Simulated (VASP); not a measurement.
A run of VASP 6.6.1:

The input INCAR:

```
SYSTEM = Al
PREC = Accurate
ENCUT = 520
EDIFF = 1E-7
ISMEAR = 0
SIGMA = 0.15
LREAL = .False.
LASPH = .True.
NELM = 60
ALGO = Fast
ISIF = 2
LWAVE = .False.
LCHARG = .False.
GGA = PS
IVDW = 12
NBANDS = 10
```

KPOINTS

```
Automatic mesh
0
Gamma
  18 18 10
  0 0 0
```

File POSCAR:

```
Al
1.0
    2.8124553515      0.0000000000      0.0000000000
   -1.4062276757      2.4356577814      0.0000000000
    0.0000000000      0.0000000000      4.8668500000
Al
2
Direct
    0.6871950021      0.3743900043      0.7500000000
    0.3333333333      0.6666666667      0.2500000000
```

Potentials or basis: VASP PAW PBE potentials, release 64 (Al).

Run with:

```sh
$ cat potpaw_PBE.64/Al/POTCAR > POTCAR
$ mpirun -np 1 vasp_std > vasp.out
```

Hardware: 1 thread of Intel Xeon 6975P-C (shared host).

Question: Estimate the wall time of this run.

Answer: Wall time 4.7 min on 1 thread of Intel Xeon 6975P-C (shared host), peak memory 0.27 GiB. Counts: scf iterations 15, k points 546.
